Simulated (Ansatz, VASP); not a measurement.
**Two plane-wave programs on TaW2N4**

```
Ta W N
1.0
     4.25186    0.00000    0.00000
     0.00000    4.25186    0.00000
    -2.12593   -2.12593    4.17954
Ta W N
1 2 4
Cartesian
  0.0000 0.0000 0.0000
  2.1259 0.0000 2.0898
  0.0000 2.1259 2.0898
  2.1259 2.1259 2.0016
  0.0000 0.0000 2.1779
  2.1259 0.0000 0.0000
  0.0000 2.1259 0.0000
```

Alike in both runs: task single point; functional PBE; k mesh 6 × 6 × 6; occupations gaussian, width 0.2 eV; no spin polarisation.

```csv
,VASP,Ansatz
version,VASP 6.6.1,Ansatz 0.2.0
potentials or method,"VASP PAW PBE potentials, release 64 (Ta_sv_GW, W_sv, N), cutoff 700 eV","scalar-relativistic, plane waves, PAW"
valence electrons in the cell,61,61
```

Ansatz gave:

```
gap on the k mesh at the Fermi level (eV)                     : none
pressure (GPa)                                                : 0.2
traceless stress, the component that is largest in VASP (GPa) : 0.21
rms of the force components (eV/Å)                            : 0.005
```

Question: Which values does VASP return?

Answer: gap on the k mesh at the Fermi level (eV): none; pressure (GPa): 1.0; traceless stress, the component that is largest in VASP (GPa): 0.26; rms of the force components (eV/Å): 0.010.

Atom by atom the forces differ by 0.005 eV/Å (rms over components). A gap of «none» marks a metal or a gap that the smearing closes.

Spin-orbit coupling is off throughout.
